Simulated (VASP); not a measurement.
Set up this calculation in VASP 6.6.1, as the native input.

| Quantity | Value |
| --- | --- |
| Task | single point |
| Functional | PBE |
| Potentials or basis | VASP PAW PBE potentials, release 64 (Cu, O) |
| Cutoff | 520 eV |
| k mesh | 10 × 10 × 5 |
| Occupations | gaussian, width 0.026 eV |
| Spin | no spin polarisation |
| Dipole correction | no |
| Further INCAR settings | ALGO = Normal; EDIFF = 1e-07; NBANDS = 25 |

The structure of CuO lies in POSCAR:

```
CuO
1.0
    2.3418500000     -1.7113000000      0.0000000000
    2.3418500000      1.7113000000      0.0000000000
   -0.8500274268      0.0000000000      5.0578693947
Cu O
2 2
Direct
    0.5000000000      0.0000000000      0.5000000000
    0.0000000000      0.5000000000      0.0000000000
    0.4184000000      0.5816000000      0.7500000000
    0.5816000000      0.4184000000      0.2500000000
```

One way to write it, as run:

INCAR

```
ALGO = Normal ; EDIFF = 1E-7
ENCUT = 520 ; GGA = PE
ISIF = 2 ; ISMEAR = 0
LASPH = T ; LCHARG = F
LREAL = F ; LWAVE = F
NBANDS = 25 ; NELM = 100
PREC = Accurate ; SIGMA = 0.026000000000000002
```

KPOINTS

```
k-points
0
Gamma
  10 10 5
```

Potentials or basis: VASP PAW PBE potentials, release 64 (Cu, O).

The run is started by

```sh
$ cat potpaw_PBE.64/Cu/POTCAR potpaw_PBE.64/O/POTCAR > POTCAR
$ mpirun -np 1 vasp_std > vasp.out
```

Results of the run:

```
Pressure               : 6.3 GPa
Largest force          : 0.218 eV/Å
Band gap on the k mesh : zero (bands 17 and 18 overlap by 0.60 eV)
```

Caveat: the cell stands under pressure; semilocal functionals often make such compounds metallic where correlation or magnetic order opens a gap, which also shifts bond lengths.

It took 85 s on 1 thread of AMD EPYC 9R45 96-Core Processor (Zen 5), with other jobs on the host, peak memory 0.22 GiB.
